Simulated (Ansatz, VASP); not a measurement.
## One calculation of In, two programs

The input INCAR:

```
SYSTEM = In
  PREC = Accurate
  ENCUT = 520
  EDIFF = 1E-6
  ISMEAR = 0
  SIGMA = 0.15
  LREAL = .False.
  LASPH = .True.
  NELM = 60
  ALGO = Fast
  ISIF = 2
  LWAVE = .False.
  LCHARG = .True.
  GGA = PS
  LELF = .True.
  LVHAR = .True.
  NBANDS = 12
```

KPOINTS

```
regular mesh
0
Gamma
  20 20 20
  0 0 0
```

POSCAR

```
In
1.0
   -1.6261500000      1.5773655000      2.4739500000
    1.6261500000     -1.5773655000      2.4739500000
    1.6261500000      1.5773655000     -2.4739500000
In
1
Direct
    0.0000000000      0.0000000000      0.0000000000
```

Input for Ansatz:

```yaml
crystal:
  lattice:
    - [-1.62615, 1.5773655, 2.47395]
    - [1.62615, -1.5773655, 2.47395]
    - [1.62615, 1.5773655, -2.47395]
  atoms:
    - { symbol: In, position: [0.0, 0.0, 0.0] }
basis:
  ecutwfc: 420
kpoints:
  mp_grid: { grid: [20, 20, 20] }
hamiltonian:
  xc: pbesol
scf:
  occupations: { method: gaussian, width: 0.15 }
output:
  forces: true
  stress: true
  eigenvalues: true
```

Change from the starting cell: strain -0.0300 x Voigt [0, 1, 0, 0, 0, 0], atoms carried along.

Alike in both runs: task single point; functional PBEsol; k mesh 20 × 20 × 20; occupations gaussian, width 0.15 eV; no spin polarisation.

|  | VASP | Ansatz |
| --- | --- | --- |
| version | VASP 6.6.1 | Ansatz 0.2.0 |
| potentials or method | VASP PAW PBE potentials, release 64 (In_d), cutoff 520 eV | scalar-relativistic, plane waves, PAW |
| valence electrons in the cell | 13 | 13 |

Ansatz gave:

```
gap on the k mesh at the Fermi level (eV)                     : none
pressure (GPa)                                                : 0.4
traceless stress, the component that is largest in VASP (GPa) : 0.41
```

Problem. Estimate VASP's values.

Solution. gap on the k mesh at the Fermi level (eV): none; pressure (GPa): 0.4; traceless stress, the component that is largest in VASP (GPa): 0.42.

VASP's potentials were made for PBE, not for PBEsol. A gap of «none» marks a metal or a gap that the smearing closes.
